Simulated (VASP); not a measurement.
# PbS (Cmcm) in VASP: dielectric tensor with PBE

Aim: the dielectric tensor of PbS with PBE.

Program: VASP 6.6.1. These are calculated values, not measurements. Logs are shortened: lines on timing, memory, paths and dates and some standing lists are left out, and cuts for length are marked.

**1. The cell of the first run**

The structure is orthorhombic, space group Cmcm (No. 63). The conventional cell has a = 4.127 Å, b = 11.739 Å, c = 4.260 Å, α = 90.00°, β = 90.00°, γ = 90.00°. Within 3.5 Å of Pb (site symmetry m2m) lie 5 S at 2.68 to 2.97 Å. S (site symmetry m2m) has 5 Pb at 2.68 to 2.97 Å within 3.5 Å.

**2. Dielectric tensor, PBE**

Input file INCAR:

```
SYSTEM = PbS
PREC = Accurate ; ENCUT = 400
EDIFF = 1E-8 ; ISMEAR = 0
SIGMA = 0.01 ; LREAL = .FALSE.
LASPH = .TRUE. ; NELM = 120
ALGO = Normal ; ISIF = 2
LWAVE = .FALSE. ; LCHARG = .FALSE.
GGA = PE ; LEPSILON = .TRUE.
GGA_COMPAT = .FALSE.
```

Input file KPOINTS:

```
Automatic mesh
0
G
  6 6 6
  0 0 0
```

Input file POSCAR:

```
PbS
1.0
    2.0637484134     -5.8692756837      0.0000000000
    2.0637484134      5.8692756837      0.0000000000
    0.0000000000      0.0000000000      4.2604423684
Pb S
2 2
Direct
    0.8722772593      0.1277227407      0.7500000000
    0.1277227407      0.8722772593      0.2500000000
    0.6436799881      0.3563200119      0.7500000000
    0.3563200119      0.6436799881      0.2500000000
```

Potentials or basis: VASP PAW PBE potentials, release 64 (Pb_d, S).

On the command line:

```console
$ cat potpaw_PBE.64/Pb_d/POTCAR potpaw_PBE.64/S/POTCAR > POTCAR
$ mpirun -np 1 vasp_std > vasp.out
```

OUTCAR:

```text
SYSTEM = PbS
   PREC = Accurate
   ENCUT = 400
   EDIFF = 1E-8
   ISMEAR = 0
   LREAL = .FALSE.
   LASPH = .TRUE.
   NELM = 120
   ISIF = 2
   GGA = PE
   LEPSILON = .TRUE.

 ion  position               nearest neighbor table
   1  0.872  0.128  0.750-   3 2.68   4 2.97   4 2.97   4 2.97   4 2.97   2 3.68   2 3.68   2 4.13
                             2 4.13   2 4.13   2 4.13
   2  0.128  0.872  0.250-   4 2.68   3 2.97   3 2.97   3 2.97   3 2.97   1 3.68   1 3.68   1 4.13
                             1 4.13   1 4.13   1 4.13
   3  0.644  0.356  0.750-   1 2.68   2 2.97   2 2.97   2 2.97   2 2.97
   4  0.356  0.644  0.250-   2 2.68   1 2.97   1 2.97   1 2.97   1 2.97

  LATTYP: Found a base centered orthorhombic cell.
 ALAT       =     4.1274968268
 B/A-ratio  =     2.8439879811
 C/A-ratio  =     1.0322097259

  Lattice vectors:

 A1 = (   2.0637484134,  -5.8692756837,   0.0000000000)
 A2 = (   2.0637484134,   5.8692756837,   0.0000000000)
 A3 = (   0.0000000000,   0.0000000000,   4.2604423684)

Analysis of symmetry for initial positions (statically):
=====================================================================
 Subroutine PRICEL returns:
 Original cell was already a primitive cell.

 Routine SETGRP: Setting up the symmetry group for a
 base centered orthorhombic supercell.

 Subroutine GETGRP returns: Found  8 space group operations
 (whereof  4 operations were pure point group operations)
 out of a pool of  8 trial point group operations.

The static configuration has the point symmetry C_2h.
 The point group associated with its full space group is D_2h.

Analysis of symmetry for dynamics (positions and initial velocities):
=====================================================================
 Subroutine PRICEL returns:
 Original cell was already a primitive cell.

 Routine SETGRP: Setting up the symmetry group for a
 base centered orthorhombic supercell.

 Subroutine GETGRP returns: Found  8 space group operations
 (whereof  4 operations were pure point group operations)
 out of a pool of  8 trial point group operations.

The dynamic configuration has the point symmetry C_2h.
 The point group associated with its full space group is D_2h.

 Subroutine INISYM returns: Found  8 space group operations
 (whereof  4 operations are pure point group operations),
 and found     1 'primitive' translations

----------------------------------------------------------------------------------------

                                     Primitive cell

  volume of cell :     103.2110

  direct lattice vectors                    reciprocal lattice vectors
     2.063748413 -5.869275684  0.000000000     0.242277594 -0.085189387  0.000000000
     2.063748413  5.869275684  0.000000000     0.242277594  0.085189387  0.000000000
     0.000000000  0.000000000  4.260442368     0.000000000  0.000000000  0.234717410

  length of vectors
     6.221531529  6.221531529  4.260442368     0.256818349  0.256818349  0.234717410

  position of ions in fractional coordinates (direct lattice)
     0.872277259  0.127722741  0.750000000
     0.127722741  0.872277259  0.250000000
     0.643679988  0.356320012  0.750000000
     0.356320012  0.643679988  0.250000000

  ion indices of the primitive-cell ions
   primitive index   ion index
                 1           1
                 2           2
                 3           3
                 4           4

----------------------------------------------------------------------------------------

 KPOINTS: Automatic mesh

Automatic generation of k-mesh.
 Grid dimensions read from file:
[... 90 lines left out ...]
   GGA     = PE    functional components
   LHFCALC =     F    Hartree Fock is set to
   AEXX    =    0.0000 exact exchange contribution
   IVDW    =     0    specifies the selected vdW correction
   LEPSILON=     T    determine dielectric tensor
   LRPA    =     F    only Hartree local field effects (RPA)
 non-spin polarized calculation
 Gauss-broadening in eV      SIGMA  =   0.01
  energy-cutoff  :      400.00
  volume of cell :      103.21
 maximum number of plane-waves:      1904
 NGX is ok and might be reduce to    42
   NGX = 21   NGY = 21   NGZ = 13

--------------------------------------- Ionic step        1  -------------------------------------------

 number of electron      40.0000016 magnetization

 E-fermi :   5.3507     XC(G=0):  -9.7532

 val. band max:        5.2696719519   @ k =   0.5000   0.5000   0.3333
 cond. band min:       6.4406703153   @ k =   0.5000   0.5000   0.0000
 fundamental gap:      1.1709983634
 Fermi energy:         5.3507081883

 k-point     1 :       0.0000    0.0000    0.0000
  band No.  band energies     occupation
      1     -11.1441      2.00000
      2     -11.0420      2.00000
      3     -11.0378      2.00000
      4     -11.0246      2.00000
      5     -10.9817      2.00000
      6     -10.9800      2.00000
[... 637 lines left out ...]
     23       9.2115      0.00000
     24       9.5176      0.00000

 [... further k-points ...]

  FORCE on cell =-STRESS in cart. coord.  units (eV):
  Direction    XX          YY          ZZ          XY          YZ          ZX
  --------------------------------------------------------------------------------------
  -------------------------------------------------------------------------------------
  Total        1.2206725      1.5352166      1.2198135      0.0000000      0.0000000      0.0000000
  in kB       18.9488908     23.8316604     18.9355557      0.0000000      0.0000000      0.0000000
  external PRESSURE =      20.5720356 kB  Pullay stress =       0.0000000 kB

 VOLUME and BASIS-vectors are now :
 -----------------------------------------------------------------------------
  energy-cutoff  :      400.00
  volume of cell :      103.21
      direct lattice vectors                 reciprocal lattice vectors
     2.063748413 -5.869275684  0.000000000     0.242277594 -0.085189387  0.000000000
     2.063748413  5.869275684  0.000000000     0.242277594  0.085189387  0.000000000
     0.000000000  0.000000000  4.260442368     0.000000000  0.000000000  0.234717410

 POSITION                                       TOTAL-FORCE (eV/Angst)
 -----------------------------------------------------------------------------------
      2.06375     -4.37000      3.19533         0.000000     -0.064246      0.000000
      2.06375      4.37000      1.06511         0.000000      0.064246     -0.000000
      2.06375     -1.68659      3.19533         0.000000      0.125237     -0.000000
      2.06375      1.68659      1.06511         0.000000     -0.125237      0.000000
 -----------------------------------------------------------------------------------
    total drift:                                0.000000      0.000000      0.000000

  FREE ENERGIE OF THE ION-ELECTRON SYSTEM (eV)
  ---------------------------------------------------
  free  energy   TOTEN  =       -17.3494220055 eV

  energy  without entropy=      -17.3494220055  energy(sigma->0) =      -17.34942201

 HEAD OF MICROSCOPIC STATIC DIELECTRIC TENSOR (INDEPENDENT PARTICLE, excluding Hartree and local field effects)
 ------------------------------------------------------
          14.669832     0.000000     0.000000
           0.000000    12.167641     0.000000
           0.000000     0.000000    16.380616
 ------------------------------------------------------

 Free energy of the ion-electron system (eV)
  ---------------------------------------------------
  ---------------------------------------------------
  free energy    TOTEN  =        -4.03395054 eV

  energy without entropy =       -4.03395054

------------------------ aborting loop because EDIFF is reached ----------------------------------------

--------------------------------------- Ionic step        2  -------------------------------------------

------------------------ aborting loop because EDIFF is reached ----------------------------------------

--------------------------------------- Ionic step        3  -------------------------------------------

 Free energy of the ion-electron system (eV)
  ---------------------------------------------------
  ---------------------------------------------------
  free energy    TOTEN  =        -4.55409258 eV

  energy without entropy =       -4.55409258

------------------------ aborting loop because EDIFF is reached ----------------------------------------

 PIEZOELECTRIC TENSOR FIELD DIRECTION 3  (e Angst)
 -----------------------------------------------------------------------------
     0.01281  0.00000  0.00000           (  0.00002  0.00000  0.00000)
     0.00000 -0.00414  0.00000           (  0.00000  0.00001  0.00000)
     0.00000  0.00000 -0.01904           (  0.00000  0.00000  0.00001)

 PIEZOELECTRIC TENSOR FIELD DIRECTION 3  (C/m^2)
 -----------------------------------------------------------------------------
     0.00199  0.00000  0.00000
     0.00000 -0.00064  0.00000
     0.00000  0.00000 -0.00296

 MACROSCOPIC STATIC DIELECTRIC TENSOR (including local field effects in DFT)
 ------------------------------------------------------
          14.168066     0.000000     0.000000
           0.000000    10.592148     0.000000
           0.000000     0.000000    15.882934
 ------------------------------------------------------

 PIEZOELECTRIC TENSOR (including local field effects)  for field in x, y, z        (e  Angst)
          XX          YY          ZZ          XY          YZ          ZX
  --------------------------------------------------------------------------------
  x     0.00000     0.00000     0.00000     0.00000     0.00000     0.00000
  y     0.00000     0.00000     0.00000     0.00000     0.00000     0.00000
  z     0.00000     0.00000     0.00000     0.00000     0.00000     0.00000

 PIEZOELECTRIC TENSOR (including local field effects)  for field in x, y, z        (C/m^2)
          XX          YY          ZZ          XY          YZ          ZX
  --------------------------------------------------------------------------------
  x     0.00000     0.00000     0.00000     0.00000     0.00000     0.00000
  y     0.00000     0.00000     0.00000     0.00000     0.00000     0.00000
  z     0.00000     0.00000     0.00000     0.00000     0.00000     0.00000

 BORN EFFECTIVE CHARGES (including local field effects) (in |e|, cummulative output)
 ---------------------------------------------------------------------------------
 ion    1
    1     4.37871     0.00000     0.00000
    2     0.00000     2.87855     0.00000
    3     0.00000     0.00000     4.62941
 ion    2
    1     4.37871     0.00000     0.00000
    2     0.00000     2.87855     0.00000
    3     0.00000     0.00000     4.62941
 ion    3
    1    -4.37871     0.00000     0.00000
    2     0.00000    -2.87855     0.00000
    3     0.00000     0.00000    -4.62941
 ion    4
    1    -4.37871     0.00000     0.00000
    2     0.00000    -2.87855     0.00000
    3     0.00000     0.00000    -4.62941
```

It took 38 min on 1 thread of Intel Xeon 8259CL, shared host; peak memory 0.41 GiB.

What came out:

```
Band gap on the k mesh                  : 1.17 eV (least direct gap 1.32 eV)
Electronic dielectric tensor (diagonal) : 14.17, 10.59, 15.88
Born charges (mean of the diagonal)     : Pb +3.96; S -3.96 e
```

Electronic dielectric tensor:
```
14.17  0.00  0.00
 0.00 10.59  0.00
 0.00  0.00 15.88
```

Born effective charge tensors (e):
atom 1, Pb
```
4.38 0.00 0.00
0.00 2.88 0.00
0.00 0.00 4.63
```
atom 2, Pb
```
4.38 0.00 0.00
0.00 2.88 0.00
0.00 0.00 4.63
```
atom 3, S
```
-4.38  0.00  0.00
 0.00 -2.88  0.00
 0.00  0.00 -4.63
```
atom 4, S
```
-4.38  0.00  0.00
 0.00 -2.88  0.00
 0.00  0.00 -4.63
```

Caveat: spin-orbit coupling is left out, which moves the levels of the heavy elements.
